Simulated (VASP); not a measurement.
# Si (Cmcm) in VASP: a series of runs

The runs below take Si through single point, with PBEsol.

All numbers are computed with VASP 6.6.1; they aren't measurements. Logs are shortened: lines on timing, memory, paths and dates and some standing lists are left out, and cuts for length are marked.

**1. The cell of the first run**

Symmetry: Cmcm, No. 63, orthorhombic system. Conventional cell: a = 3.678 Å, b = 6.901 Å, c = 6.333 Å, α = 90.00°, β = 90.00°, γ = 90.00°. Si (site symmetry m) has 4 Si at 2.31 to 2.43 Å within 3.1 Å.

**2. Single point, PBEsol (strain -0.0400 x Voigt [1, -1, 0, 0, 0, 0])**

Contents of INCAR:

```
PREC = Accurate
ENCUT = 520
EDIFF = 1E-6
ISMEAR = 0
SIGMA = 0.03
LREAL = False
LASPH = True
NELM = 100
ALGO = Normal
ISIF = 2
LWAVE = False
LCHARG = False
GGA = PS
NBANDS = 16
```

Contents of KPOINTS:

```
Automatic mesh
0
Gamma
  12 12 6
```

Contents of POSCAR:

```
Si
1.0
    3.6780647621      0.0000000000      0.0000000000
   -1.8390323811      3.4507389808      0.0000000000
    0.0000000000      0.0000000000      6.3326220002
Si
4
Direct
    0.3333333333      0.6666666667      0.0630095000
    0.6666666667      0.3333333333      0.5630095000
    0.3333333333      0.6666666667      0.4369905000
    0.6666666667      0.3333333333      0.9369905000
```

Potentials or basis: VASP PAW PBE potentials, release 64 (Si).

On the command line:

```console
$ cat potpaw_PBE.64/Si/POTCAR > POTCAR
$ mpirun -np 1 vasp_std > vasp.out
```

OUTCAR:

```text
PREC = Accurate
   ENCUT = 520
   EDIFF = 1E-6
   ISMEAR = 0
   LREAL = False
   LASPH = True
   NELM = 100
   ISIF = 2
   GGA = PS

 ion  position               nearest neighbor table
   1  0.333  0.667  0.063-   4 2.31   4 2.31   3 2.37   4 2.43
   2  0.667  0.333  0.563-   3 2.31   3 2.31   4 2.37   3 2.43
   3  0.333  0.667  0.437-   2 2.31   2 2.31   1 2.37   2 2.43
   4  0.667  0.333  0.937-   1 2.31   1 2.31   2 2.37   1 2.43

  LATTYP: Found a base centered orthorhombic cell.
 ALAT       =     3.6780647621
 B/A-ratio  =     1.8763883749
 C/A-ratio  =     1.7217266171

  Lattice vectors:

 A1 = (   1.8390323811,  -3.4507389808,   0.0000000000)
 A2 = (   1.8390323810,   3.4507389808,   0.0000000000)
 A3 = (   0.0000000000,   0.0000000000,   6.3326220002)

Analysis of symmetry for initial positions (statically):
=====================================================================
 Subroutine PRICEL returns:
 Original cell was already a primitive cell.

 Routine SETGRP: Setting up the symmetry group for a
 base centered orthorhombic supercell.

 Subroutine GETGRP returns: Found  8 space group operations
 (whereof  4 operations were pure point group operations)
 out of a pool of  8 trial point group operations.

The static configuration has the point symmetry C_2h.
 The point group associated with its full space group is D_2h.

Analysis of symmetry for dynamics (positions and initial velocities):
=====================================================================
 Subroutine PRICEL returns:
 Original cell was already a primitive cell.

 Routine SETGRP: Setting up the symmetry group for a
 base centered orthorhombic supercell.

 Subroutine GETGRP returns: Found  8 space group operations
 (whereof  4 operations were pure point group operations)
 out of a pool of  8 trial point group operations.

The dynamic configuration has the point symmetry C_2h.
 The point group associated with its full space group is D_2h.

 Subroutine INISYM returns: Found  8 space group operations
 (whereof  4 operations are pure point group operations),
 and found     1 'primitive' translations

----------------------------------------------------------------------------------------

                                     Primitive cell

  volume of cell :      80.3739

  direct lattice vectors                    reciprocal lattice vectors
     3.678064762  0.000000000  0.000000000     0.271882108  0.144896500  0.000000000
    -1.839032381  3.450738981  0.000000000     0.000000000  0.289793000  0.000000000
     0.000000000  0.000000000  6.332622000     0.000000000  0.000000000  0.157912473

  length of vectors
     3.678064762  3.910196876  6.332622000     0.308082580  0.289793000  0.157912473

  position of ions in fractional coordinates (direct lattice)
     0.333333333  0.666666667  0.063009500
     0.666666667  0.333333333  0.563009500
     0.333333333  0.666666667  0.436990500
     0.666666667  0.333333333  0.936990500

  ion indices of the primitive-cell ions
   primitive index   ion index
                 1           1
                 2           2
                 3           3
                 4           4

----------------------------------------------------------------------------------------

 KPOINTS: Automatic mesh

Automatic generation of k-mesh.
 Grid dimensions read from file:
 generate k-points for:   12   12    6

 Generating k-lattice:

  Cartesian coordinates                     Fractional coordinates (reciprocal lattice)
     0.022656842  0.012074708  0.000000000     0.083333333  0.000000000  0.000000000
     0.000000000  0.024149417  0.000000000     0.000000000  0.083333333  0.000000000
     0.000000000  0.000000000  0.026318745     0.000000000  0.000000000  0.166666667

  Length of vectors
     0.025673548  0.024149417  0.026318745

  Shift w.r.t. Gamma in fractional coordinates (k-lattice)
     0.000000000  0.000000000  0.000000000

 Subroutine IBZKPT returns following result:
 ===========================================

 Found    172 irreducible k-points:

 Following reciprocal coordinates:
            Coordinates               Weight
  0.000000  0.000000  0.000000      1.000000
  0.083333 -0.000000  0.000000      4.000000
  0.166667 -0.000000  0.000000      4.000000
  0.250000  0.000000  0.000000      4.000000
  0.333333 -0.000000  0.000000      4.000000
  0.416667  0.000000  0.000000      4.000000
[... 16 lines left out ...]
  0.333333  0.166667  0.000000      4.000000
  0.416667  0.166667  0.000000      4.000000
 [... further k-points ...]
   k-points           NKPTS =    172   k-points in BZ     NKDIM =    172   number of bands    NBANDS=     16
   number of dos      NEDOS =    301   number of ions     NIONS =      4
   total plane-waves  NPLWV =  40320
   dimension x,y,z NGX =    28 NGY =   30 NGZ =   48
   dimension x,y,z NGXF=    56 NGYF=   60 NGZF=   96
   ions per type =               4
   NGX,Y,Z   is equivalent  to a cutoff of  12.66, 12.75, 12.60 a.u.
   NGXF,Y,Z  is equivalent  to a cutoff of  25.31, 25.51, 25.20 a.u.
 SYSTEM =  unknown system
   PREC   = accura    normal or accurate (medium, high low for compatibility)
   ISTART =      0    job   : 0-new  1-cont  2-samecut
   ICHARG =      2    charge: 1-file 2-atom 10-const
   ISPIN  =      1    spin polarized calculation?
   LNONCOLLINEAR =      F non collinear calculations
   LSORBIT =      F    spin-orbit coupling
   LASPH  =      T    aspherical Exc in radial PAW
   ENCUT  =  520.0 eV  38.22 Ry    6.18 a.u.   6.84  7.27 11.77*2*pi/ulx,y,z
   NELM   =    100;   NELMIN=  2; NELMDL= -5     # of ELM steps
   EDIFF  = 0.1E-05   stopping-criterion for ELM
   LREAL  =      F    real-space projection
   EDIFFG = 0.1E-04   stopping-criterion for IOM
   NSW    =      0    number of steps for IOM
   IBRION =     -1    ionic relax: 0-MD 1-quasi-New 2-CG
   NFREE  =      0    steps in history (QN), initial steepest desc. (CG)
   ISIF   =      2    stress and relaxation
   ISYM   =      2    0-nonsym 1-usesym 2-fastsym
   POTIM  = 0.5000    time-step for ionic-motion
   TEBEG  =    0.0;   TEEND  =   0.0 temperature during run
   PSTRESS=    0.0 pullay stress
   NELECT =      16.0000    total number of electrons
   NUPDOWN=      -1.0000    fix difference up-down
   EMIN   =  10.00;   EMAX   =-10.00  energy-range for DOS
   EFERMI =   0.00;   METHOD = LEGACY
   ISMEAR =     0;   SIGMA  =   0.03  broadening in eV -4-tet -1-fermi 0-gaus
   EFERMI_NEDOS =   21; number of points for ismear=-14 and -15
   IALGO  =     38    algorithm
   IMIX   =      4    mixing-type and parameters
     AMIX     =   0.40;   BMIX     =  1.00
     AMIX_MAG =   1.60;   BMIX_MAG =  1.00
  volume/ion in A,a.u.               =      20.09       135.60
  Fermi-wavevector in a.u.,A,eV,Ry     =   0.955894  1.806378 12.432101  0.913734
  Thomas-Fermi vector in A             =   2.084773
   LORBIT       =      0    0 simple, 1 ext, 2 COOP (PROOUT), +10 PAW based schemes
   GGA     = PS    functional components
   LHFCALC =     F    Hartree Fock is set to
   AEXX    =    0.0000 exact exchange contribution
   IVDW    =     0    specifies the selected vdW correction
   LEPSILON=     F    determine dielectric tensor
   LRPA    =     F    only Hartree local field effects (RPA)
 non-spin polarized calculation
 Gauss-broadening in eV      SIGMA  =   0.03
  energy-cutoff  :      520.00
  volume of cell :       80.37
 maximum number of plane-waves:      2188
   NGX = 13   NGY = 15   NGZ = 23

 number of electron      16.0000000 magnetization

 Free energy of the ion-electron system (eV)
  ---------------------------------------------------
  ext. energy  EPLUGINS =         0.00000000
  ---------------------------------------------------
  free energy    TOTEN  =       -22.81103007 eV

  energy without entropy =      -22.81097802  energy(sigma->0) =      -22.81100404

 E-fermi :   6.1009     XC(G=0):  -9.5367

 val. band max:        6.0990945129   @ k =   0.0000   0.0833   0.0000
 cond. band min:       6.1578772132   @ k =   0.5000   0.0000   0.1667
 fundamental gap:      0.0587827003
 Fermi energy:         6.1009182772

 k-point     1 :       0.0000    0.0000    0.0000
  band No.  band energies     occupation
      1      -6.2365      2.00000
      2      -3.9391      2.00000
      3      -1.2730      2.00000
      4       4.2495      2.00000
      5       4.7202      2.00000
      6       5.6507      2.00000
[... 8 lines left out ...]
     15      10.6515      0.00000
     16      11.4849      0.00000

 k-point     2 :       0.0833   -0.0000    0.0000
  band No.  band energies     occupation
      1      -6.1510      2.00000
      2      -3.8520      2.00000
      3      -1.2226      2.00000
      4       3.8391      2.00000
      5       4.2408      2.00000
      6       5.4565      2.00000
[... 8 lines left out ...]
     15      10.9553      0.00000
     16      11.3138      0.00000

 k-point     3 :       0.1667   -0.0000    0.0000
  band No.  band energies     occupation
      1      -5.8961      2.00000
      2      -3.5919      2.00000
      3      -1.0965      2.00000
      4       2.7013      2.00000
      5       3.7546      2.00000
      6       4.2819      2.00000
[... 8 lines left out ...]
     15      10.9667      0.00000
     16      11.4038      0.00000

 k-point     4 :       0.2500    0.0000    0.0000
  band No.  band energies     occupation
      1      -5.4787      2.00000
      2      -3.1642      2.00000
      3      -1.0141      2.00000
      4       1.6218      2.00000
      5       2.9517      2.00000
      6       3.3245      2.00000
[... 8 lines left out ...]
     15      11.9950      0.00000
     16      12.1133      0.00000
[... 324 lines left out ...]
 k-point    22 :       0.2500    0.1667    0.0000
  band No.  band energies     occupation
      1      -4.7970      2.00000
      2      -2.4623      2.00000
      3      -1.4079      2.00000
      4       1.2986      2.00000
      5       1.5943      2.00000
      6       1.9168      2.00000
[... 8 lines left out ...]
     15      12.5287      0.00000
     16      13.0160      0.00000

 k-point    23 :       0.3333    0.1667    0.0000
  band No.  band energies     occupation
      1      -4.1545      2.00000
      2      -2.0066      2.00000
      3      -1.7866      2.00000
      4       0.6275      2.00000
      5       1.2155      2.00000
      6       1.8468      2.00000
[... 8 lines left out ...]
     15      12.4744      0.00000
     16      12.9484      0.00000

 k-point    24 :       0.4167    0.1667    0.0000
  band No.  band energies     occupation
      1      -3.6212      2.00000
      2      -2.5585      2.00000
      3      -1.1953      2.00000
      4      -0.1003      2.00000
      5       1.1968      2.00000
      6       2.0570      2.00000
[... 8 lines left out ...]
     15      12.1594      0.00000
     16      12.9749      0.00000

 [... further k-points ...]

------------------------ aborting loop because EDIFF is reached ----------------------------------------

  FORCE on cell =-STRESS in cart. coord.  units (eV):
  Direction    XX          YY          ZZ          XY          YZ          ZX
  --------------------------------------------------------------------------------------
  -------------------------------------------------------------------------------------
  Total        3.5614226     -3.2090523     -0.1237268      0.0000000      0.0000000      0.0000000
  in kB       70.9935749    -63.9694085     -2.4663757      0.0000000      0.0000000      0.0000000
  external PRESSURE =       1.5192636 kB  Pullay stress =       0.0000000 kB

 VOLUME and BASIS-vectors are now :
 -----------------------------------------------------------------------------
  energy-cutoff  :      520.00
  volume of cell :       80.37
      direct lattice vectors                 reciprocal lattice vectors
     3.678064762  0.000000000  0.000000000     0.271882108  0.144896500  0.000000000
    -1.839032381  3.450738981  0.000000000     0.000000000  0.289793000  0.000000000
     0.000000000  0.000000000  6.332622000     0.000000000  0.000000000  0.157912473

 POSITION                                       TOTAL-FORCE (eV/Angst)
 -----------------------------------------------------------------------------------
     -0.00000      2.30049      0.39902        -0.000000      0.573079      0.044693
      1.83903      1.15025      3.56533         0.000000     -0.573079      0.044693
     -0.00000      2.30049      2.76730        -0.000000      0.573079     -0.044693
      1.83903      1.15025      5.93361         0.000000     -0.573079     -0.044693
 -----------------------------------------------------------------------------------
    total drift:                               -0.000000      0.000000     -0.000000

  FREE ENERGIE OF THE ION-ELECTRON SYSTEM (eV)
  ---------------------------------------------------
  free  energy   TOTEN  =       -22.8110300686 eV

  energy  without entropy=      -22.8109780207  energy(sigma->0) =      -22.81100404
```

Run time: 95 s. Hardware: 1 thread of Intel Xeon 6975P-C (Granite Rapids), shared host; peak memory 0.28 GiB.

What came out:

* Free energy: -22.8110 eV
* Pressure: 0.2 GPa
* Largest force: 0.575 eV/Å
* Band gap on the k mesh: zero (bands 8 and 9 overlap by 0.15 eV)

Forces in eV/Å, atoms in the order of the input:
```
Si   0.000  0.573  0.045
Si   0.000 -0.573  0.045
Si   0.000  0.573 -0.045
Si   0.000 -0.573 -0.045
```

Caveat: the cell differs from its parent crystal (strain -0.0400 x Voigt [1, -1, 0, 0, 0, 0]); the stress differs along the axes, from -6 to 7 GPa; semilocal functionals underestimate gaps, and a narrow one can read as zero; the PAW data sets were made with another functional, which shifts forces and pressure a little.

**3. Single point, PBEsol (strain +0.0400 x Voigt [1, -1, 0, 0, 0, 0])**

Contents of INCAR:

```
SYSTEM = Si
ALGO     = Normal         ! electronic algorithm
EDIFF    = 1E-7           ! SCF threshold, eV
ENCUT    = 520            ! plane-wave cutoff, eV
GGA      = PS             ! functional
ISIF     = 2              ! what is computed and relaxed
ISMEAR   = 0              ! smearing method
LASPH    = .True.         ! aspherical terms in the spheres
LCHARG   = .True.         ! write CHGCAR
LELF     = .True.         ! ELF
LREAL    = .False.        ! projectors in reciprocal space
LVHAR    = .True.       
LWAVE    = .False.        ! write WAVECAR
NBANDS   = 16             ! bands
NELM     = 60             ! most SCF steps
PREC     = Accurate       ! precision mode
SIGMA    = 0.03           ! smearing width, eV
```

Contents of KPOINTS:

```
k-points
0
Gamma
  12 12 6
  0 0 0
```

POSCAR, as its differences from that of step 2:

```diff
@@ -2,4 +2,4 @@
 1.0
-    3.6780647621      0.0000000000      0.0000000000
-   -1.8390323811      3.4507389808      0.0000000000
+    3.9845701589      0.0000000000      0.0000000000
+   -1.9922850795      3.1852975207      0.0000000000
     0.0000000000      0.0000000000      6.3326220002
```

Potentials or basis: VASP PAW PBE potentials, release 64 (Si).

On the command line:

```console
$ cat potpaw_PBE.64/Si/POTCAR > POTCAR
$ mpirun -np 1 vasp_std > vasp.out
```

Run time: 2.2 min. Hardware: 1 thread of Intel Xeon 6975P-C (Granite Rapids), shared host; peak memory 0.28 GiB.

Results (log left out):

```
Free energy            : -22.8078 eV
Pressure               : 0.1 GPa
Largest force          : 0.770 eV/Å
Band gap on the k mesh : zero (bands 8 and 9 overlap by 0.31 eV)
```

Forces on the atoms (eV/Å):
```
Si   0.000 -0.768  0.059
Si   0.000  0.768  0.059
Si   0.000 -0.768 -0.059
Si   0.000  0.768 -0.059
```

Stress tensor (GPa, compression positive):
```
-6.60  0.00  0.00
 0.00  7.33  0.00
 0.00  0.00 -0.28
```

Levels at points of the mesh, in eV from the Fermi level:
| k point | band 6 | band 7 | band 8 | band 9 | band 10 | band 11 |
| --- | --- | --- | --- | --- | --- | --- |
| (0.00, 0.00, 0.00) | -0.29 | -0.03 | 0.18 | 0.80 | 1.63 | 2.33 |
| (0.50, 0.00, 0.00) | -3.06 | -2.66 | -1.13 | 0.65 | 2.67 | 2.98 |
| (0.00, 0.50, 0.00) | -3.48 | -3.01 | -1.81 | -0.13 | 1.70 | 2.67 |
| (0.00, 0.00, 0.50) | -0.99 | -0.73 | -0.73 | 1.62 | 1.62 | 2.57 |
| (0.50, 0.00, 0.50) | -2.50 | -2.08 | -2.08 | 1.09 | 1.09 | 1.67 |
| (0.00, 0.50, 0.50) | -2.83 | -2.33 | -2.33 | 0.41 | 0.41 | 1.67 |

Caveat: the cell differs from its parent crystal (strain +0.0400 x Voigt [1, -1, 0, 0, 0, 0]); the stress differs along the axes, from -7 to 7 GPa; semilocal functionals underestimate gaps, and a narrow one can read as zero; the PAW data sets were made with another functional, which shifts forces and pressure a little.

**4. Single point, PBEsol (strain +0.0300 x Voigt [1, -1, 0, 0, 0, 0])**

Contents of INCAR:

```
SYSTEM = Si
PREC = Accurate
ENCUT = 520
EDIFF = 1E-6
ISMEAR = 0
SIGMA = 0.03
LREAL = .False.
LASPH = .True.
NELM = 80
ALGO = Normal
ISIF = 2
LWAVE = .False.
LCHARG = .False.
GGA = PS
NBANDS = 16
```

Contents of KPOINTS:

```
regular mesh
0
Gamma
  12 12 6
  0 0 0
```

POSCAR, as its differences from that of step 3:

```diff
@@ -2,4 +2,4 @@
 1.0
-    3.9845701589      0.0000000000      0.0000000000
-   -1.9922850795      3.1852975207      0.0000000000
+    3.9462569843      0.0000000000      0.0000000000
+   -1.9731284922      3.2184777032      0.0000000000
     0.0000000000      0.0000000000      6.3326220002
```

On the command line:

```console
$ cat potpaw_PBE.64/Si/POTCAR > POTCAR
$ mpirun -np 1 vasp_std > vasp.out
```

Run time: 1.8 min. Hardware: 1 thread of Intel Xeon 6975P-C (Granite Rapids), shared host; peak memory 0.29 GiB.

It converged, with:

```yaml
Free_energy: -22.8694 eV
Pressure: 0.0 GPa
Largest_force: 0.545 eV/Å
Band_gap_on_the_k_mesh: zero (bands 8 and 9 overlap by 0.18 eV)
```

Forces in eV/Å, atoms in the order of the input:
```
Si   0.000 -0.544  0.027
Si   0.000  0.544  0.027
Si   0.000 -0.544 -0.027
Si   0.000  0.544 -0.027
```

Stress tensor (GPa, compression positive):
```
-5.21  0.00  0.00
 0.00  5.31  0.00
 0.00  0.00 -0.24
```

Levels at points of the mesh, in eV from the Fermi level:
```
           k point  band 6  band 7  band 8  band 9  band 10  band 11
(0.00, 0.00, 0.00)   -0.33   -0.05    0.12    0.84     1.68     2.30
(0.50, 0.00, 0.00)   -3.08   -2.79   -1.24    0.54     2.55     2.94
(0.00, 0.50, 0.00)   -3.40   -3.03   -1.74   -0.05     1.82     2.74
(0.00, 0.00, 0.50)   -1.01   -0.80   -0.80    1.65     1.65     2.63
(0.50, 0.00, 0.50)   -2.51   -2.20   -2.20    1.00     1.00     1.62
(0.00, 0.50, 0.50)   -2.76   -2.38   -2.38    0.49     0.49     1.61
```

Caveat: the cell differs from its parent crystal (strain +0.0300 x Voigt [1, -1, 0, 0, 0, 0]); the stress differs along the axes, from -5 to 5 GPa; semilocal functionals underestimate gaps, and a narrow one can read as zero; the PAW data sets were made with another functional, which shifts forces and pressure a little.

**5. The runs side by side**

| cell | gap on the mesh (eV) | pressure (GPa) | largest force (eV/Å) |
| --- | --- | --- | --- |
| a = 3.678, b = 3.910, c = 6.333 Å, angles 90.0, 90.0, 118.1°, 4 atoms | none | 0.2 | 0.57 |
| a = 3.985, b = 3.757, c = 6.333 Å, angles 90.0, 90.0, 122.0°, 4 atoms | none | 0.1 | 0.77 |
| a = 3.946, b = 3.775, c = 6.333 Å, angles 90.0, 90.0, 121.5°, 4 atoms | none | 0.0 | 0.54 |

Alike in all rows: task single point; level PBEsol; potentials or basis VASP PAW PBE potentials, release 64 (Si); no spin polarisation; k mesh 12 × 12 × 6; cutoff (eV) 520; smearing gaussian 0.03 eV.

Caveats: semilocal functionals underestimate gaps, and a narrow one can read as zero; the PAW data sets were made with another functional, which shifts forces and pressure a little; the stress differs along the axes, from -6 to 7 GPa (at least some runs); the stress differs along the axes, from -7 to 7 GPa (at least some runs); the stress differs along the axes, from -5 to 5 GPa (at least some runs).

Total energies depend on the potentials used, so only differences within one code and one set of settings carry meaning.

The gap in the log of VASP goes by the Fermi energy; the results here count the filled bands.